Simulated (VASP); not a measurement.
Fe:

```
CELL_PARAMETERS angstrom
-1.44300 1.44300 1.44300
1.44300 -1.44300 1.44300
1.44300 1.44300 -1.44300
ATOMIC_POSITIONS crystal
Fe 0.00000 0.00000 0.00000
```

* Program: VASP 6.6.1
* Task: relaxation of cell and atoms
* Functional: PBEsol
* Potentials or basis: VASP PAW PBE potentials, release 64 (Fe)
* Cutoff: 600 eV
* k mesh: 11 × 11 × 11
* Occupations: gaussian, width 0.1 eV
* Spin: collinear spin, ferromagnetic start
* Starting moments: [3.5] μB

At the start: pressure -18.0 GPa; volume 12.02 Å³/atom.

How do energy, volume and symmetry change on relaxing?

Over 4 steps the energy falls by 68.1 meV/atom and the volume is 10.93 Å³/atom (-9.0 %); space group Im-3m (No. 229, to 0.05 Å); moment 2.22 μB per cell.

Step by step:
```
step  energy change (eV)  largest force (eV/Å)  pressure (GPa)  volume (Å³)
   1              0.0000                0.0000          -17.96        12.02
   2              0.0104                0.0000           25.40         9.82
   3             -0.0681                0.0000            0.55        10.91
   4             -0.0681                0.0000           -0.16        10.93
```

Final structure:
```
CELL_PARAMETERS angstrom
-1.39825 1.39825 1.39825
1.39825 -1.39825 1.39825
1.39825 1.39825 -1.39825
ATOMIC_POSITIONS crystal
Fe 0.00000 0.00000 0.00000
```

Caveat: the PAW data sets were made with another functional, which shifts forces and pressure a little.
